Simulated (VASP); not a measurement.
## Ca: single point with LDA

The system is Ca.

```
Ca
1.0
     3.91922    0.00000    0.00000
    -1.95961    3.39414    0.00000
     0.00000    0.00000   12.87361
Ca
4
Direct
  0.00000 0.00000 0.00000
  0.00000 0.00000 0.50000
  0.33333 0.66667 0.25000
  0.66667 0.33333 0.75000
```

This isn't the form of Ca at room conditions, which is fcc.

```yaml
Program: VASP 6.6.1
Task: single point
Functional: LDA
Potentials_or_basis: VASP PAW LDA potentials, release 64 (Ca_sv)
Cutoff: 520 eV
k_mesh: 11 × 11 × 3
Occupations: fermi-dirac, width 0.1 eV
Spin: no spin polarisation
Dipole_correction: no
Further_INCAR_settings: ALGO = Normal; EDIFF = 1e-07; NBANDS = 28
```

- Pressure: -1.8 GPa
- Band gap on the k mesh: zero (bands 20 and 21 overlap by 0.32 eV)

Levels at points of the mesh, in eV from the Fermi level:
| k point | band 17 | band 18 | band 19 | band 20 | band 21 | band 22 | band 23 | band 24 |
| --- | --- | --- | --- | --- | --- | --- | --- | --- |
| (0.00, 0.00, 0.00) | -4.01 | -3.00 | -3.00 | -1.06 | -0.14 | 1.31 | 1.32 | 2.11 |

Wall time 91 s on 1 thread of Intel(R) Xeon(R) 6975P-C (Granite Rapids) (shared host), peak memory 0.28 GiB.
